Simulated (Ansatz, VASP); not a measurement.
## TiAl in VASP and in Ansatz

POSCAR

```
TiAl
1.0
    2.8672622327      0.0000000000      0.0000000000
   -1.4336311163      2.5265765667      0.0000000000
    0.0000000000      0.0000000000      4.6780830000
Ti Al
1 1
Direct
    0.0000000000      0.0000000000      0.0000000000
    0.3333333333      0.6666666667      0.5000000000
```

The input INCAR.step1:

```
SYSTEM = TiAl
ALGO = Normal ; EDIFF = 1E-4
ENCUT = 520 ; GGA = PE
ISMEAR = 0 ; LASPH = .True.
LCHARG = .False. ; LREAL = .False.
LWAVE = .True. ; NBANDS = 14
NELM = 100 ; PREC = Accurate
SIGMA = 0.15
```

INCAR.step2

```
SYSTEM = TiAl
ALGO = Normal ; EDIFF = 1E-6
ENCUT = 520 ; ISIF = 2
ISMEAR = 0 ; ISTART = 1
LASPH = .True. ; LCHARG = .False.
LMIXTAU = .True. ; LREAL = .False.
LWAVE = .False. ; METAGGA = R2SCAN
NBANDS = 14 ; NELM = 100
PREC = Accurate ; SIGMA = 0.15
```

File KPOINTS:

```
k-points
0
Gamma
  18 18 10
  0 0 0
```

Input for Ansatz:

```yaml
crystal:
  lattice:
    - [2.8672622327, 0.0, 0.0]
    - [-1.4336311163, 2.5265765667, 0.0]
    - [0.0, 0.0, 4.678083]
  atoms:
    - { symbol: Ti, position: [0.0, 0.0, 0.0] }
    - { symbol: Al, position: [0.3333333333, 0.6666666667, 0.5] }
basis:
  ecutwfc: 500
kpoints:
  mp_grid: { grid: [18, 18, 10] }
hamiltonian:
  xc: r2scan
scf:
  occupations: { method: gaussian, width: 0.15 }
output:
  forces: true
  stress: true
  eigenvalues: true
```

Change from the starting cell: strain +0.0175 x Voigt [0, 1, 0, 0, 0, 0], atoms carried along.

Alike in both runs: task single point; functional r2SCAN; k mesh 18 × 18 × 10; occupations gaussian, width 0.15 eV; no spin polarisation.

|  | VASP | Ansatz |
| --- | --- | --- |
| version | VASP 6.6.1 | Ansatz 0.2.0 |
| potentials or method | VASP PAW PBE potentials, release 64 (Ti_sv, Al), cutoff 520 eV | scalar-relativistic, plane waves, PAW |
| valence electrons in the cell | 15 | 15 |

|  | VASP | Ansatz | Ansatz less VASP |
| --- | --- | --- | --- |
| gap on the k mesh at the Fermi level (eV) | none | none | - |
| pressure (GPa) | -2.8 | -2.8 | -0.08 |
| traceless stress, the component that is largest in VASP (GPa) | 1.12 | 1.12 | -0.003 |
| rms of the force components (eV/Å) | 0.033 | 0.033 | -0.0002 |

VASP's potentials were made for PBE, not for r2SCAN. Atom by atom the forces differ by 0.000 eV/Å (rms over components). A gap of «none» marks a metal or a gap that the smearing closes.
